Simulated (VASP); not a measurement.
Set up this calculation in VASP 6.6.1, as the native input.

```
Task                   : single point
Functional             : r2SCAN
Potentials or basis    : VASP PAW PBE potentials, release 64 (Ga_d, Sb)
Cutoff                 : 520 eV
k mesh                 : 8 × 8 × 8
Occupations            : fermi-dirac, width 0.02 eV
Spin                   : non-collinear spin, zero start, spin-orbit coupling
Starting moments       : [[0.0, 0.0, 0.0], [0.0, 0.0, 0.0]] μB
Dipole correction      : no
Further INCAR settings : ALGO = Normal; EDIFF = 1e-06; NBANDS = 30
```

The system is GaSb.

```
CELL_PARAMETERS angstrom
0.00000 3.06588 3.06588
3.06588 0.00000 3.06588
3.06588 3.06588 0.00000
ATOMIC_POSITIONS crystal
Ga 0.00000 0.00000 0.00000
Sb 0.25000 0.25000 0.25000
```

One way to write it, as run:

POSCAR

```
GaSb
1.0
    0.0000000000      3.0658787979      3.0658787979
    3.0658787979      0.0000000000      3.0658787979
    3.0658787979      3.0658787979      0.0000000000
Ga Sb
1 1
Direct
    0.0000000000      0.0000000000      0.0000000000
    0.2500000000      0.2500000000      0.2500000000
```

INCAR.step1

```
SYSTEM = GaSb
PREC     = Accurate       ! precision mode
ENCUT    = 520            ! plane-wave cutoff, eV
ISMEAR   = -1             ! smearing method
SIGMA    = 0.02           ! smearing width, eV
LREAL    = .FALSE.        ! projectors in reciprocal space
LASPH    = .TRUE.         ! aspherical terms in the spheres
NELM     = 150            ! most SCF steps
MAGMOM   = 0 0 0 0 0 0    ! initial moments
LSORBIT  = .TRUE.         ! spin-orbit coupling
GGA_COMPAT= .FALSE.      
NBANDS   = 30             ! bands
GGA      = PE             ! functional
ALGO     = Normal         ! electronic algorithm
EDIFF    = 1E-4           ! SCF threshold, eV
LWAVE    = .TRUE.         ! write WAVECAR
LCHARG   = .FALSE.        ! write CHGCAR
```

INCAR.step2

```
SYSTEM = GaSb
PREC     = Accurate       ! precision mode
ENCUT    = 520            ! plane-wave cutoff, eV
EDIFF    = 1E-6           ! SCF threshold, eV
ISMEAR   = -1             ! smearing method
SIGMA    = 0.02           ! smearing width, eV
LREAL    = .FALSE.        ! projectors in reciprocal space
LASPH    = .TRUE.         ! aspherical terms in the spheres
NELM     = 150            ! most SCF steps
ALGO     = Normal         ! electronic algorithm
ISIF     = 2              ! what is computed and relaxed
LWAVE    = .FALSE.        ! write WAVECAR
LCHARG   = .FALSE.        ! write CHGCAR
MAGMOM   = 0 0 0 0 0 0    ! initial moments
LORBIT   = 11             ! projections on sites
LSORBIT  = .TRUE.         ! spin-orbit coupling
GGA_COMPAT= .FALSE.      
LORBMOM  = .TRUE.       
METAGGA  = R2SCAN         ! meta-GGA
LMIXTAU  = .TRUE.       
NBANDS   = 30             ! bands
ISTART   = 1
```

KPOINTS

```
regular mesh
0
G
  8 8 8
  0 0 0
```

Potentials or basis: VASP PAW PBE potentials, release 64 (Ga_d, Sb).

The run is started by

```bash
$ cat potpaw_PBE.64/Ga_d/POTCAR potpaw_PBE.64/Sb/POTCAR > POTCAR
$ cp INCAR.step1 INCAR
$ mpirun -np 1 vasp_ncl > vasp.out
$ cp INCAR.step2 INCAR
$ mpirun -np 1 vasp_ncl > vasp.out
```

It gave:

* Pressure: 0.1 GPa
* Net moment: 0.00 μB per cell
* Valence electrons inside the program's atomic spheres: Ga 11.60; Sb 2.49

Caveat: the PAW data sets were made with another functional, which shifts forces and pressure a little.

It took 7.4 min on 1 thread of Intel(R) Xeon(R) Platinum 8488C (Sapphire Rapids) (shared host), peak memory 0.43 GiB.
